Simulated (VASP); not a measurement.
A run of VASP 6.6.1:

INCAR

```
SYSTEM = Li3Mg3B2N6
  PREC = Accurate
  ENCUT = 520
  EDIFF = 1E-6
  ISMEAR = 0
  SIGMA = 0.05
  LREAL = .FALSE.
  LASPH = .TRUE.
  NELM = 100
  ALGO = Normal
  ISIF = 2
  LWAVE = .FALSE.
  LCHARG = .FALSE.
  LDIPOL = .TRUE.
  IDIPOL = 3
  DIPOL = 0.5 0.5 0.500
  GGA = PS
  NBANDS = 38
```

Contents of KPOINTS:

```
Automatic mesh
0
G
  1 7 1
  0 0 0
```

The input POSCAR:

```
Li3Mg3B2N6
1.0
    3.7791680991      0.0000000000      0.0000000000
    0.0000000000      3.7791680991      0.0000000000
    0.0000000000      0.0000000000     25.5870566249
N Li Mg B
6 3 3 2
Direct
    0.5000000000      0.5000000000      0.2931169501
    0.0000000000      0.0000000000      0.3610739756
    0.0000000000      0.0000000000      0.4660214873
    0.5000000000      0.5000000000      0.5339785127
    0.5000000000      0.5000000000      0.6389260244
    0.0000000000      0.0000000000      0.7068830499
    0.0000000000      0.5000000000      0.3270954628
    0.5000000000      0.0000000000      0.5000000000
    0.0000000000      0.5000000000      0.6729045372
    0.5000000000      0.0000000000      0.3270954628
    0.0000000000      0.5000000000      0.5000000000
    0.5000000000      0.0000000000      0.6729045372
    0.0000000000      0.0000000000      0.4135477314
    0.5000000000      0.5000000000      0.5864522686
```

Potentials or basis: VASP PAW PBE potentials, release 64 (N, Li_sv, Mg, B).

Launch:

```bash
$ cat potpaw_PBE.64/N/POTCAR potpaw_PBE.64/Li_sv/POTCAR potpaw_PBE.64/Mg/POTCAR potpaw_PBE.64/B/POTCAR > POTCAR
$ mpirun -np 1 vasp_std > vasp.out
```

Hardware: 1 thread of Oxide Virtual Turin-like Processor (shared host).

Estimate the wall time of this run.

Wall time 2.9 min on 1 thread of Oxide Virtual Turin-like Processor, on a shared host, peak memory 0.35 GiB. Counts: scf iterations 25, k points 4.
